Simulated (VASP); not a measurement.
Here is a VASP 6.6.1 calculation.

File INCAR:

```
ALGO = Normal
EDIFF = 1E-6
ENCUT = 500
GGA = PE
GGA_COMPAT = F
ISIF = 2
ISMEAR = 0
LASPH = T
LCHARG = T
LELF = T
LREAL = F
LVHAR = T
LWAVE = F
NBANDS = 16
NELM = 120
PREC = Accurate
SIGMA = 0.01
```

KPOINTS

```
k-points
0
Gamma
  4 4 4
```

File POSCAR:

```
GaSb
1.0
    0.0000000000      3.0590000000      3.0590000000
    3.0590000000      0.0000000000      3.0590000000
    3.0590000000      3.0590000000      0.0000000000
Ga Sb
1 1
Direct
    0.0000000000      0.0000000000      0.0000000000
    0.7500000000      0.7500000000      0.7500000000
```

Potentials or basis: VASP PAW PBE potentials, release 64 (Ga_d, Sb).

The run is started by

```bash
$ cat potpaw_PBE.64/Ga_d/POTCAR potpaw_PBE.64/Sb/POTCAR > POTCAR
$ mpirun -np 1 vasp_std > vasp.out
```

Task: Predict the band gap on the k mesh.

Result: 0.03 eV.

Task: What does it give for the pressure?

Result: 2.6 GPa.

Caveat: the k points lie up to 0.44 Å⁻¹ apart; spin-orbit coupling is left out, which moves the levels of the heavy elements. A k mesh can miss the band edges.
